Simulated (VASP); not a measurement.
# TiC (TiC (100), 3 layers) in VASP: notebook

TiC (TiC (100), 3 layers) is run at these levels: PBE; tasks: single point.

Program: VASP 6.6.1. These are calculated values, not measurements. Logs are shortened: lines on timing, memory, paths and dates and some standing lists are left out, and cuts for length are marked.

## (1) The cell of the first run

The cell holds a slab with vacuum, 6 atoms: a = 3.064 Å, b = 3.064 Å, c = 17.379 Å, α = 90.00°, β = 90.00°, γ = 90.00°.

## (2) Single point, PBE

INCAR

```
SYSTEM = TiC
ALGO = Normal ; DIPOL = 0.5 0.5 0.500
EDIFF = 1E-6 ; ENCUT = 520
GGA = PE ; IDIPOL = 3
ISIF = 2 ; ISMEAR = -1
LASPH = .True. ; LCHARG = .True.
LDIPOL = .True. ; LELF = .True.
LREAL = .False. ; LVACPOTAV = .True.
LVHAR = .True. ; LWAVE = .False.
NBANDS = 33 ; NELM = 100
PREC = Accurate ; SIGMA = 0.05
```

KPOINTS

```
k-points
0
Gamma
  13 13 1
  0 0 0
```

POSCAR

```
TiC
1.0
    3.0637012665      0.0000000000      0.0000000000
    0.0000000000      3.0637012665      0.0000000000
    0.0000000000      0.0000000000     17.3789000000
Ti C
3 3
Direct
    0.2500000000      0.2500000000      0.3798596756
    0.7500000000      0.7500000000      0.5000000005
    0.2500000000      0.2500000000      0.6201403246
    0.7500000000      0.7500000000      0.3740163977
    0.2500000000      0.2500000000      0.5000000005
    0.7500000000      0.7500000000      0.6259836023
```

Potentials or basis: VASP PAW PBE potentials, release 64 (Ti_sv, C).

Run with:

```bash
> cat potpaw_PBE.64/Ti_sv/POTCAR potpaw_PBE.64/C/POTCAR > POTCAR
> mpirun -np 1 vasp_std > vasp.out
```

OUTCAR:

```text
SYSTEM = TiC
   EDIFF = 1E-6
   ENCUT = 520
   GGA = PE
   ISIF = 2
   ISMEAR = -1
   LASPH = .True.
   LREAL = .False.
   NELM = 100
   PREC = Accurate

 ion  position               nearest neighbor table
   1  0.250  0.250  0.380-   5 2.09   4 2.17   4 2.17   4 2.17   4 2.17
   2  0.750  0.750  0.500-   5 2.17   5 2.17   5 2.17   5 2.17   6 2.19   4 2.19
   3  0.250  0.250  0.620-   5 2.09   6 2.17   6 2.17   6 2.17   6 2.17
   4  0.750  0.750  0.374-   1 2.17   1 2.17   1 2.17   1 2.17   2 2.19
   5  0.250  0.250  0.500-   3 2.09   1 2.09   2 2.17   2 2.17   2 2.17   2 2.17
   6  0.750  0.750  0.626-   3 2.17   3 2.17   3 2.17   3 2.17   2 2.19

  LATTYP: Found a simple tetragonal cell.
 ALAT       =     3.0637012665
 C/A-ratio  =     5.6725178104

  Lattice vectors:

 A1 = (   3.0637012665,   0.0000000000,   0.0000000000)
 A2 = (   0.0000000000,   3.0637012665,   0.0000000000)
 A3 = (   0.0000000000,   0.0000000000,  17.3789000000)

Analysis of symmetry for initial positions (statically):
=====================================================================
 Subroutine PRICEL returns:
 Original cell was already a primitive cell.

 Routine SETGRP: Setting up the symmetry group for a
 simple tetragonal supercell.

 Subroutine GETGRP returns: Found 16 space group operations
 (whereof  4 operations were pure point group operations)
 out of a pool of 16 trial point group operations.

The static configuration has the point symmetry C_2v.
 The point group associated with its full space group is D_4h.

Analysis of symmetry for dynamics (positions and initial velocities):
=====================================================================
 Subroutine PRICEL returns:
 Original cell was already a primitive cell.

 Routine SETGRP: Setting up the symmetry group for a
 simple tetragonal supercell.

 Subroutine GETGRP returns: Found 16 space group operations
 (whereof  4 operations were pure point group operations)
 out of a pool of 16 trial point group operations.

The dynamic configuration has the point symmetry C_2v.
 The point group associated with its full space group is D_4h.

 Subroutine INISYM returns: Found 16 space group operations
 (whereof  4 operations are pure point group operations),
 and found     1 'primitive' translations

----------------------------------------------------------------------------------------

                                     Primitive cell

  volume of cell :     163.1230

  direct lattice vectors                    reciprocal lattice vectors
[... 102 lines left out ...]
   ISYM   =      2    0-nonsym 1-usesym 2-fastsym
   POTIM  = 0.5000    time-step for ionic-motion
   TEBEG  =    0.0;   TEEND  =   0.0 temperature during run
   PSTRESS=    0.0 pullay stress
   NELECT =      48.0000    total number of electrons
   NUPDOWN=      -1.0000    fix difference up-down
   EMIN   =  10.00;   EMAX   =-10.00  energy-range for DOS
   EFERMI =   0.00;   METHOD = LEGACY
   ISMEAR =    -1;   SIGMA  =   0.05  broadening in eV -4-tet -1-fermi 0-gaus
   EFERMI_NEDOS =   21; number of points for ismear=-14 and -15
   IALGO  =     38    algorithm
   IMIX   =      4    mixing-type and parameters
     AMIX     =   0.40;   BMIX     =  1.00
     AMIX_MAG =   1.60;   BMIX_MAG =  1.00
  volume/ion in A,a.u.               =      27.19       183.47
  Fermi-wavevector in a.u.,A,eV,Ry     =   1.088889  2.057701 16.132140  1.185679
  Thomas-Fermi vector in A             =   2.225080
   LORBIT       =      0    0 simple, 1 ext, 2 COOP (PROOUT), +10 PAW based schemes
   GGA     = PE    functional components
   LHFCALC =     F    Hartree Fock is set to
   AEXX    =    0.0000 exact exchange contribution
   IVDW    =     0    specifies the selected vdW correction
   LEPSILON=     F    determine dielectric tensor
   LRPA    =     F    only Hartree local field effects (RPA)
 non-spin polarized calculation
  energy-cutoff  :      520.00
  volume of cell :      163.12
 maximum number of plane-waves:      4428
 NGX is ok and might be reduce to    24
   NGX = 11   NGY = 11   NGZ = 65

 number of electron      48.0000015 magnetization

 dipolmoment           0.000000      0.000000     -0.000000 electrons x Angstroem

 Free energy of the ion-electron system (eV)
  ---------------------------------------------------
  ext. energy  EPLUGINS =         0.00000000
  ---------------------------------------------------
  free energy    TOTEN  =       -54.17890487 eV

  energy without entropy =      -54.16890726  energy(sigma->0) =      -54.17390606

 E-fermi :   0.7257     XC(G=0):  -5.7375

 val. band max:        0.6775444654   @ k =   0.0769   0.0769   0.0000
 cond. band min:       0.8240414037   @ k =   0.0769   0.0000   0.0000
 fundamental gap:      0.1464969383
 Fermi energy:         0.7257021656

 k-point     1 :       0.0000    0.0000    0.0000
  band No.  band energies     occupation
      1     -55.7599      2.00000
      2     -55.6896      2.00000
      3     -55.6644      2.00000
      4     -32.2547      2.00000
      5     -32.1550      2.00000
      6     -31.9374      2.00000
[... 853 lines left out ...]
     32       4.3939      0.00000
     33       4.8696      0.00000

 [... further k-points ...]

------------------------ aborting loop because EDIFF is reached ----------------------------------------

  FORCE on cell =-STRESS in cart. coord.  units (eV):
  Direction    XX          YY          ZZ          XY          YZ          ZX
  --------------------------------------------------------------------------------------
  -------------------------------------------------------------------------------------
  Total       -3.9128860     -3.9128860      0.0129515      0.0000000     -0.0000000     -0.0000000
  in kB      -38.4319712    -38.4319712      0.1272079      0.0000000     -0.0000000     -0.0000000
  external PRESSURE =     -25.5789115 kB  Pullay stress =       0.0000000 kB

 VOLUME and BASIS-vectors are now :
 -----------------------------------------------------------------------------
  energy-cutoff  :      520.00
  volume of cell :      163.12
      direct lattice vectors                 reciprocal lattice vectors
     3.063701266  0.000000000  0.000000000     0.326402581  0.000000000  0.000000000
     0.000000000  3.063701266  0.000000000     0.000000000  0.326402581  0.000000000
     0.000000000  0.000000000 17.378900000     0.000000000  0.000000000  0.057541041

 POSITION                                       TOTAL-FORCE (eV/Angst)
 -----------------------------------------------------------------------------------
      0.76593      0.76593      6.60154        -0.000000     -0.000000     -0.000797
      2.29778      2.29778      8.68945         0.000000      0.000000      0.000000
      0.76593      0.76593     10.77736        -0.000000     -0.000000      0.000797
      2.29778      2.29778      6.49999        -0.000000     -0.000000     -0.008006
      0.76593      0.76593      8.68945        -0.000000     -0.000000      0.000000
      2.29778      2.29778     10.87891        -0.000000     -0.000000      0.008006
 -----------------------------------------------------------------------------------
    total drift:                                0.000000     -0.000000     -0.000028

  FREE ENERGIE OF THE ION-ELECTRON SYSTEM (eV)
  ---------------------------------------------------
  free  energy   TOTEN  =       -54.1789048669 eV

  energy  without entropy=      -54.1689072621  energy(sigma->0) =      -54.17390606

 vacuum level on the upper side and lower side of the slab         5.142         5.142
```

OSZICAR:

```text
N       E                     dE             d eps       ncg     rms          rms(c)
DAV:   1     0.594737805492E+03    0.59474E+03   -0.24849E+04  2000   0.147E+03
DAV:   2     0.194526540592E+02   -0.57529E+03   -0.55122E+03  2047   0.460E+02
DAV:   3    -0.620682159166E+02   -0.81521E+02   -0.79043E+02  3186   0.155E+02
[... 15 lines left out ...]
DAV:  19    -0.541787721083E+02   -0.13779E-03   -0.21107E-05  2240   0.308E-02    0.661E-03
DAV:  20    -0.541788783238E+02   -0.10622E-03   -0.24971E-05  2058   0.214E-02    0.342E-03
DAV:  21    -0.541788942557E+02   -0.15932E-04   -0.21890E-06  1892   0.869E-03    0.133E-03
DAV:  22    -0.541789040335E+02   -0.97778E-05   -0.11827E-06  1502   0.424E-03    0.110E-03
DAV:  23    -0.541789048669E+02   -0.83336E-06   -0.15741E-07  1477   0.303E-03
   1 F= -.54178905E+02 E0= -.54173906E+02  d E =-.999760E-02
```

stdout:

```text
POSCAR found type information on POSCAR TiC
 POSCAR found :  2 types and       6 ions
 scaLAPACK will be used
 LDA part: xc-table for (Slater+PW92), standard interpolation
 POSCAR, INCAR and KPOINTS ok, starting setup
 FFT: planning ... GRIDC
 FFT: planning ... GRID_SOFT
 FFT: planning ... GRID
 WAVECAR not read
 entering main loop
 -----------------------------------------------------------------------------
|                                                                             |
|           W    W    AA    RRRRR   N    N  II  N    N   GGGG   !!!           |
|           W    W   A  A   R    R  NN   N  II  NN   N  G    G  !!!           |
|           W    W  A    A  R    R  N N  N  II  N N  N  G       !!!           |
|           W WW W  AAAAAA  RRRRR   N  N N  II  N  N N  G  GGG   !            |
|           WW  WW  A    A  R   R   N   NN  II  N   NN  G    G                |
|           W    W  A    A  R    R  N    N  II  N    N   GGGG   !!!           |
|                                                                             |
|     Did not find any points to average over, which means that no vacuum     |
|     field-free region was found. Please increase the size of  your cell     |
|     in the dimension of the dipole correction to obtain accurate            |
|     workfunction values.                                                    |
|                                                                             |
 -----------------------------------------------------------------------------
```

Wall time 85 s (1 thread of Intel Xeon 6975P-C (Granite Rapids), shared host); peak memory 0.32 GiB.

What came out:

```yaml
Free_energy: -54.1789 eV
Largest_force: 0.008 eV/Å
Band_gap_on_the_k_mesh: zero (band 24 reaches 1.26 eV, above the bottom of band 25 at 0.48 eV)
```

Forces in eV/Å, atoms in the order of the input:
```
Ti   0.000  0.000 -0.001
Ti   0.000  0.000  0.000
Ti   0.000  0.000  0.001
C    0.000  0.000 -0.008
C    0.000  0.000  0.000
C    0.000  0.000  0.008
```

(Continued in part 2 of 2.)
